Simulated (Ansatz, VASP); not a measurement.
## Two plane-wave programs on Se

File INCAR:

```
SYSTEM = Se
ALGO = Normal
EDIFF = 1E-6
ENCUT = 500
GGA = PE
GGA_COMPAT = .False.
ISIF = 2
ISMEAR = 0
LASPH = .True.
LCHARG = .False.
LREAL = .False.
LWAVE = .False.
NBANDS = 16
NELM = 120
PREC = Accurate
SIGMA = 0.01
```

KPOINTS

```
k-points
0
Gamma
  2 2 2
  0 0 0
```

POSCAR

```
Se
1.0
    4.3551700000      0.0000000000      0.0000000000
   -2.1775850000      3.7716878600      0.0000000000
    0.0000000000      0.0000000000      4.9494500000
Se
3
Direct
    0.2170000000      0.0000000000      0.1666666667
    0.0000000000      0.2170000000      0.8333333333
    0.7830000000      0.7830000000      0.5000000000
```

Input for Ansatz:

```yaml
crystal:
  lattice:
    - [4.35517, 0.0, 0.0]
    - [-2.177585, 3.77168786, 0.0]
    - [0.0, 0.0, 4.94945]
  atoms:
    - { symbol: Se, position: [0.217, 0.0, 0.16666666666666666] }
    - { symbol: Se, position: [0.0, 0.217, 0.8333333333333334] }
    - { symbol: Se, position: [0.783, 0.783, 0.5] }
basis:
  ecutwfc: 476.19925930478996
kpoints:
  mp_grid:
    grid: [2, 2, 2]
hamiltonian:
  xc: pbe
scf:
  convergence:
    dr2_threshold: 1.0e-06
  occupations:
    method: fixed
output:
  eigenvalues: true
```

Alike in both runs: task single point; functional PBE; k mesh 2 × 2 × 2; no spin polarisation.

```csv
,VASP,Ansatz
version,VASP 6.6.1,Ansatz 0.2.0
potentials or method,"VASP PAW PBE potentials, release 64 (Se), cutoff 500 eV","plane waves, PAW"
occupations,"gaussian, width 0.01 eV",fixed
valence electrons in the cell,18,48
```

Ansatz gave:

| Item | Value |
| --- | --- |
| gap on the k mesh at the Fermi level (eV) | 1.26 |

Q: Estimate VASP's values.

A: gap on the k mesh at the Fermi level (eV): 1.25.

VASP's potentials hold 18 valence electrons a cell and Ansatz's 48, so a difference there can come from the potentials and not from the codes.

The k mesh is coarse, so the values compare programs but aren't converged.
